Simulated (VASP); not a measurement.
Write the native input for VASP 6.6.1 that does the following.

```
Task                   : single point
Functional             : r2SCAN
Potentials or basis    : VASP PAW PBE potentials, release 64 (Ag, Cl)
Cutoff                 : 520 eV
k mesh                 : 6 × 6 × 6
Occupations            : fermi-dirac, width 0.02 eV
Spin                   : no spin polarisation
Dipole correction      : no
Further INCAR settings : ALGO = Normal; EDIFF = 1e-07; NBANDS = 26
```

Crystal: AgCl.

```
Ag Cl
1.0
     1.86314   -5.55611    0.00000
     1.86314    5.55611    0.00000
     0.00000    0.00000    3.94200
Ag Cl
2 2
Cartesian
  1.8631 1.1581 2.9565
  1.8631 -1.1581 0.9855
  1.8631 -4.0662 0.9855
  1.8631 4.0662 2.9565
```

One way to write it, as run:

POSCAR

```
AgCl
1.0
    1.8631438178     -5.5561090586      0.0000000000
    1.8631438178      5.5561090586      0.0000000000
    0.0000000000      0.0000000000      3.9419952114
Ag Cl
2 2
Direct
    0.3957836907      0.6042163093      0.7500000000
    0.6042163093      0.3957836907      0.2500000000
    0.8659204715      0.1340795285      0.2500000000
    0.1340795285      0.8659204715      0.7500000000
```

INCAR.step1

```
SYSTEM = AgCl
PREC = Accurate
ENCUT = 520
ISMEAR = -1
SIGMA = 0.02
LREAL = .False.
LASPH = .True.
NELM = 100
NBANDS = 26
GGA = PE
ALGO = Normal
EDIFF = 1E-4
LWAVE = .True.
LCHARG = .False.
```

INCAR.step2

```
SYSTEM = AgCl
PREC = Accurate
ENCUT = 520
EDIFF = 1E-7
ISMEAR = -1
SIGMA = 0.02
LREAL = .False.
LASPH = .True.
NELM = 100
ALGO = Normal
ISIF = 2
LWAVE = .False.
LCHARG = .False.
METAGGA = R2SCAN
LMIXTAU = .True.
NBANDS = 26
ISTART = 1
```

KPOINTS

```
regular mesh
0
Gamma
  6 6 6
  0 0 0
```

Potentials or basis: VASP PAW PBE potentials, release 64 (Ag, Cl).

Launch:

```sh
$ cat potpaw_PBE.64/Ag/POTCAR potpaw_PBE.64/Cl/POTCAR > POTCAR
$ cp INCAR.step1 INCAR
$ mpirun -np 1 vasp_std > vasp.out
$ cp INCAR.step2 INCAR
$ mpirun -np 1 vasp_std > vasp.out
```

Results of the run:

The pressure is -0.1 GPa and the largest force is 0.008 eV/Å. The band gap on the k mesh is 0.96 eV (least direct gap 2.53 eV).

Caveat: the PAW data sets were made with another functional, which shifts forces and pressure a little.

It took 14 min on 1 thread of Oxide Virtual Turin-like Processor, with other jobs on the host, peak memory 0.3 GiB.
